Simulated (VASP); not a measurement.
# InSb (Pmmn) in VASP: notebook

The runs below take InSb through single point, with PBE.

All numbers are computed with VASP 6.6.1; they aren't measurements. Logs are shortened: lines on timing, memory, paths and dates and some standing lists are left out, and cuts for length are marked.

## 1. The cell of the first run

The structure is orthorhombic, space group Pmmn (No. 59). The conventional cell has a = 5.920 Å, b = 5.938 Å, c = 3.222 Å, α = 90.00°, β = 90.00°, γ = 90.00°. Within 4.2 Å of In (site symmetry mm2) lie 8 Sb at 3.09 to 3.79 Å and 6 In at 3.22 to 4.19 Å. Sb (site symmetry mm2) has 8 In at 3.09 to 3.79 Å and 2 Sb at 3.22 Å within 4.1 Å.

## 2. Single point, PBE

The input, INCAR:

```
SYSTEM = InSb
PREC     = Accurate       ! precision mode
ENCUT    = 520            ! plane-wave cutoff, eV
EDIFF    = 1E-7           ! SCF threshold, eV
ISMEAR   = 1              ! smearing method
SIGMA    = 0.2            ! smearing width, eV
LREAL    = .False.        ! projectors in reciprocal space
LASPH    = .True.         ! aspherical terms in the spheres
NELM     = 60             ! most SCF steps
ALGO     = Normal         ! electronic algorithm
ISIF     = 2              ! what is computed and relaxed
LWAVE    = .False.        ! write WAVECAR
LCHARG   = .True.         ! write CHGCAR
GGA      = PE             ! functional
LELF     = .True.         ! ELF
LVHAR    = .True.       
NBANDS   = 26             ! bands
```

The input, KPOINTS:

```
Automatic mesh
0
Gamma
  8 8 14
  0 0 0
```

The input, POSCAR:

```
InSb
1.0
    5.9204200000      0.0000000000      0.0000000000
    0.0000000000      5.9380040000      0.0000000000
    0.0000000000      0.0000000000      3.2224990000
In Sb
2 2
Direct
    0.0000000000      0.0000000000      0.0088050000
    0.5000000000      0.5000000000      0.9911950000
    0.0000000000      0.5000000000      0.2769970000
    0.5000000000      0.0000000000      0.7230030000
```

Potentials or basis: VASP PAW PBE potentials, release 64 (In_d, Sb).

On the command line:

```console
$ cat potpaw_PBE.64/In_d/POTCAR potpaw_PBE.64/Sb/POTCAR > POTCAR
$ mpirun -np 1 vasp_std > vasp.out
```

OUTCAR:

```text
SYSTEM = InSb
   PREC = Accurate
   ENCUT = 520
   EDIFF = 1E-7
   ISMEAR = 1
   LREAL = .False.
   LASPH = .True.
   NELM = 60
   ISIF = 2
   GGA = PE

 ion  position               nearest neighbor table
   1  0.000  0.000  0.009-   3 3.09   3 3.09   4 3.10   4 3.10   4 3.75   4 3.75   3 3.79   3 3.79

   2  0.500  0.500  0.991-   4 3.09   4 3.09   3 3.10   3 3.10   3 3.75   3 3.75   4 3.79   4 3.79

   3  0.000  0.500  0.277-   1 3.09   1 3.09   2 3.10   2 3.10   2 3.75   2 3.75   1 3.79   1 3.79

   4  0.500  0.000  0.723-   2 3.09   2 3.09   1 3.10   1 3.10   1 3.75   1 3.75   2 3.79   2 3.79

  LATTYP: Found a simple orthorhombic cell.
 ALAT       =     3.2224990000
 B/A-ratio  =     1.8372139138
 C/A-ratio  =     1.8426705485

  Lattice vectors:

 A1 = (   0.0000000000,   0.0000000000,   3.2224990000)
 A2 = (   5.9204200000,   0.0000000000,   0.0000000000)
 A3 = (   0.0000000000,   5.9380040000,   0.0000000000)

Analysis of symmetry for initial positions (statically):
=====================================================================
 Subroutine PRICEL returns:
 Original cell was already a primitive cell.

 Routine SETGRP: Setting up the symmetry group for a
 simple orthorhombic supercell.

 Subroutine GETGRP returns: Found  8 space group operations
 (whereof  4 operations were pure point group operations)
 out of a pool of  8 trial point group operations.

The static configuration has the point symmetry C_2v.
 The point group associated with its full space group is D_2h.

Analysis of symmetry for dynamics (positions and initial velocities):
=====================================================================
 Subroutine PRICEL returns:
 Original cell was already a primitive cell.

 Routine SETGRP: Setting up the symmetry group for a
 simple orthorhombic supercell.

 Subroutine GETGRP returns: Found  8 space group operations
 (whereof  4 operations were pure point group operations)
 out of a pool of  8 trial point group operations.

The dynamic configuration has the point symmetry C_2v.
 The point group associated with its full space group is D_2h.

 Subroutine INISYM returns: Found  8 space group operations
 (whereof  4 operations are pure point group operations),
 and found     1 'primitive' translations

----------------------------------------------------------------------------------------

                                     Primitive cell

  volume of cell :     113.2885

  direct lattice vectors                    reciprocal lattice vectors
     5.920420000  0.000000000  0.000000000     0.168906936  0.000000000  0.000000000
     0.000000000  5.938004000  0.000000000     0.000000000  0.168406758  0.000000000
     0.000000000  0.000000000  3.222499000     0.000000000  0.000000000  0.310318172

  length of vectors
     5.920420000  5.938004000  3.222499000     0.168906936  0.168406758  0.310318172

  position of ions in fractional coordinates (direct lattice)
     0.000000000  0.000000000  0.008805000
     0.500000000  0.500000000  0.991195000
     0.000000000  0.500000000  0.276997000
     0.500000000  0.000000000  0.723003000

  ion indices of the primitive-cell ions
   primitive index   ion index
                 1           1
                 2           2
                 3           3
                 4           4

----------------------------------------------------------------------------------------

 KPOINTS: Automatic mesh

Automatic generation of k-mesh.
 Grid dimensions read from file:
 generate k-points for:    8    8   14

 Generating k-lattice:

  Cartesian coordinates                     Fractional coordinates (reciprocal lattice)
     0.021113367  0.000000000  0.000000000     0.125000000  0.000000000  0.000000000
     0.000000000  0.021050845  0.000000000     0.000000000  0.125000000  0.000000000
     0.000000000  0.000000000  0.022165584     0.000000000  0.000000000  0.071428571

  Length of vectors
     0.021113367  0.021050845  0.022165584

  Shift w.r.t. Gamma in fractional coordinates (k-lattice)
     0.000000000  0.000000000  0.000000000

 Subroutine IBZKPT returns following result:
 ===========================================

 Found    200 irreducible k-points:

 Following reciprocal coordinates:
            Coordinates               Weight
  0.000000  0.000000  0.000000      1.000000
  0.125000  0.000000  0.000000      2.000000
  0.250000  0.000000  0.000000      2.000000
  0.375000  0.000000  0.000000      2.000000
  0.500000  0.000000  0.000000      1.000000
  0.000000  0.125000  0.000000      2.000000
[... 16 lines left out ...]
  0.250000  0.500000  0.000000      2.000000
  0.375000  0.500000  0.000000      2.000000
 [... further k-points ...]
   k-points           NKPTS =    200   k-points in BZ     NKDIM =    200   number of bands    NBANDS=     26
   number of dos      NEDOS =    301   number of ions     NIONS =      4
   total plane-waves  NPLWV =  55296
   dimension x,y,z NGX =    48 NGY =   48 NGZ =   24
   dimension x,y,z NGXF=    96 NGYF=   96 NGZF=   48
   ions per type =               2   2
   NGX,Y,Z   is equivalent  to a cutoff of  13.48, 13.44, 12.38 a.u.
   NGXF,Y,Z  is equivalent  to a cutoff of  26.96, 26.88, 24.76 a.u.
 SYSTEM =  InSb
   PREC   = accura    normal or accurate (medium, high low for compatibility)
   ISTART =      0    job   : 0-new  1-cont  2-samecut
   ICHARG =      2    charge: 1-file 2-atom 10-const
   ISPIN  =      1    spin polarized calculation?
   LNONCOLLINEAR =      F non collinear calculations
   LSORBIT =      F    spin-orbit coupling
   LASPH  =      T    aspherical Exc in radial PAW
   ENCUT  =  520.0 eV  38.22 Ry    6.18 a.u.  11.01 11.04  5.99*2*pi/ulx,y,z
   NELM   =     60;   NELMIN=  2; NELMDL= -5     # of ELM steps
   EDIFF  = 0.1E-06   stopping-criterion for ELM
   LREAL  =      F    real-space projection
   EDIFFG = 0.1E-05   stopping-criterion for IOM
   NSW    =      0    number of steps for IOM
   IBRION =     -1    ionic relax: 0-MD 1-quasi-New 2-CG
   NFREE  =      0    steps in history (QN), initial steepest desc. (CG)
   ISIF   =      2    stress and relaxation
   ISYM   =      2    0-nonsym 1-usesym 2-fastsym
   POTIM  = 0.5000    time-step for ionic-motion
   TEBEG  =    0.0;   TEEND  =   0.0 temperature during run
   PSTRESS=    0.0 pullay stress
   NELECT =      36.0000    total number of electrons
   NUPDOWN=      -1.0000    fix difference up-down
   EMIN   =  10.00;   EMAX   =-10.00  energy-range for DOS
   EFERMI =   0.00;   METHOD = LEGACY
   ISMEAR =     1;   SIGMA  =   0.20  broadening in eV -4-tet -1-fermi 0-gaus
   EFERMI_NEDOS =   21; number of points for ismear=-14 and -15
   IALGO  =     38    algorithm
   IMIX   =      4    mixing-type and parameters
     AMIX     =   0.40;   BMIX     =  1.00
     AMIX_MAG =   1.60;   BMIX_MAG =  1.00
  volume/ion in A,a.u.               =      28.32       191.13
  Fermi-wavevector in a.u.,A,eV,Ry     =   1.117156  2.111118 16.980574  1.248037
  Thomas-Fermi vector in A             =   2.253776
   LORBIT       =      0    0 simple, 1 ext, 2 COOP (PROOUT), +10 PAW based schemes
   GGA     = PE    functional components
   LHFCALC =     F    Hartree Fock is set to
   AEXX    =    0.0000 exact exchange contribution
   IVDW    =     0    specifies the selected vdW correction
   LEPSILON=     F    determine dielectric tensor
   LRPA    =     F    only Hartree local field effects (RPA)
 non-spin polarized calculation
 Methfessel and Paxton  Order N= 1 SIGMA  =   0.20
  energy-cutoff  :      520.00
  volume of cell :      113.29
 maximum number of plane-waves:      3088
 NGX is ok and might be reduce to    48
   NGX = 23   NGY = 23   NGZ = 11

 number of electron      36.0000004 magnetization

 Free energy of the ion-electron system (eV)
  ---------------------------------------------------
  ext. energy  EPLUGINS =         0.00000000
  ---------------------------------------------------
  free energy    TOTEN  =       -13.35819450 eV

  energy without entropy =      -13.35810696  energy(sigma->0) =      -13.35816532

 E-fermi :   7.0569     XC(G=0):  -9.8744

 val. band max:        7.0541436081   @ k =   0.1250   0.1250   0.2857
 cond. band min:       7.0605899965   @ k =   0.3750   0.1250   0.4286
 fundamental gap:      0.0064463884
 Fermi energy:         7.0569459229

 k-point     1 :       0.0000    0.0000    0.0000
  band No.  band energies     occupation
      1      -7.6744      2.00000
      2      -7.6433      2.00000
      3      -7.5515      2.00000
      4      -7.4378      2.00000
      5      -7.4211      2.00000
      6      -7.3610      2.00000
[... 18 lines left out ...]
     25      15.5418      0.00000
     26      15.6696      0.00000

 k-point     2 :       0.1250    0.0000    0.0000
  band No.  band energies     occupation
      1      -7.6728      2.00000
      2      -7.6441      2.00000
      3      -7.5448      2.00000
      4      -7.4351      2.00000
      5      -7.4239      2.00000
      6      -7.3642      2.00000
[... 18 lines left out ...]
     25      15.0540      0.00000
     26      15.4522      0.00000

 k-point     3 :       0.2500    0.0000    0.0000
  band No.  band energies     occupation
      1      -7.6684      2.00000
      2      -7.6466      2.00000
      3      -7.5263      2.00000
      4      -7.4331      2.00000
      5      -7.4276      2.00000
      6      -7.3733      2.00000
[... 18 lines left out ...]
     25      13.7972      0.00000
     26      14.8993      0.00000

 k-point     4 :       0.3750    0.0000    0.0000
  band No.  band energies     occupation
      1      -7.6624      2.00000
      2      -7.6507      2.00000
      3      -7.5004      2.00000
      4      -7.4496      2.00000
      5      -7.4159      2.00000
      6      -7.3866      2.00000
[... 18 lines left out ...]
     25      14.1353      0.00000
     26      14.2764      0.00000
[... 496 lines left out ...]
      1      -7.6558      2.00000
      2      -7.6558      2.00000
      3      -7.4706      2.00000
      4      -7.4706      2.00000
      5      -7.4018      2.00000
      6      -7.4018      2.00000
[... 18 lines left out ...]
     25      14.0106      0.00000
     26      14.0106      0.00000

 k-point    23 :       0.2500    0.5000    0.0000
  band No.  band energies     occupation
      1      -7.6552      2.00000
      2      -7.6552      2.00000
      3      -7.4646      2.00000
      4      -7.4646      2.00000
      5      -7.4022      2.00000
      6      -7.4022      2.00000
[... 18 lines left out ...]
     25      14.2099      0.00000
     26      14.2099      0.00000

 k-point    24 :       0.3750    0.5000    0.0000
  band No.  band energies     occupation
      1      -7.6548      2.00000
      2      -7.6548      2.00000
      3      -7.4585      2.00000
      4      -7.4585      2.00000
      5      -7.4026      2.00000
      6      -7.4026      2.00000
[... 18 lines left out ...]
     25      14.4671      0.00000
     26      14.4671      0.00000

 [... further k-points ...]

------------------------ aborting loop because EDIFF is reached ----------------------------------------

  FORCE on cell =-STRESS in cart. coord.  units (eV):
  Direction    XX          YY          ZZ          XY          YZ          ZX
  --------------------------------------------------------------------------------------
  -------------------------------------------------------------------------------------
  Total       -0.1263047     -0.0820459      0.2001567      0.0000000      0.0000000      0.0000000
  in kB       -1.7862592     -1.1603306      2.8307070      0.0000000      0.0000000      0.0000000
  external PRESSURE =      -0.0386276 kB  Pullay stress =       0.0000000 kB

 VOLUME and BASIS-vectors are now :
 -----------------------------------------------------------------------------
  energy-cutoff  :      520.00
  volume of cell :      113.29
      direct lattice vectors                 reciprocal lattice vectors
     5.920420000  0.000000000  0.000000000     0.168906936  0.000000000  0.000000000
     0.000000000  5.938004000  0.000000000     0.000000000  0.168406758  0.000000000
     0.000000000  0.000000000  3.222499000     0.000000000  0.000000000  0.310318172

 POSITION                                       TOTAL-FORCE (eV/Angst)
 -----------------------------------------------------------------------------------
      0.00000      0.00000      0.02837         0.000000      0.000000      0.000126
      2.96021      2.96900      3.19412         0.000000      0.000000     -0.000126
      0.00000      2.96900      0.89262         0.000000      0.000000     -0.061210
      2.96021      0.00000      2.32988         0.000000      0.000000      0.061210
 -----------------------------------------------------------------------------------
    total drift:                                0.000000      0.000000      0.000000

  FREE ENERGIE OF THE ION-ELECTRON SYSTEM (eV)
  ---------------------------------------------------
  free  energy   TOTEN  =       -13.3581945011 eV

  energy  without entropy=      -13.3581069621  energy(sigma->0) =      -13.35816532
```

Wall time 3.2 min (1 thread of Intel Xeon 6975P-C (Granite Rapids), shared host); peak memory 0.62 GiB.

What came out:

```yaml
Free_energy: -13.3582 eV
Pressure: 0.0 GPa
Largest_force: 0.061 eV/Å
Band_gap_on_the_k_mesh: zero (bands 18 and 19 overlap by 2.69 eV)
```

Forces on the atoms (eV/Å):
```
In   0.000  0.000  0.000
In   0.000  0.000  0.000
Sb   0.000  0.000 -0.061
Sb   0.000  0.000  0.061
```

Stress tensor (GPa, compression positive):
```
-0.18  0.00  0.00
 0.00 -0.12  0.00
 0.00  0.00  0.28
```

Caveat: spin-orbit coupling is left out, which moves the levels of the heavy elements.

(Continued in part 2 of 2.)
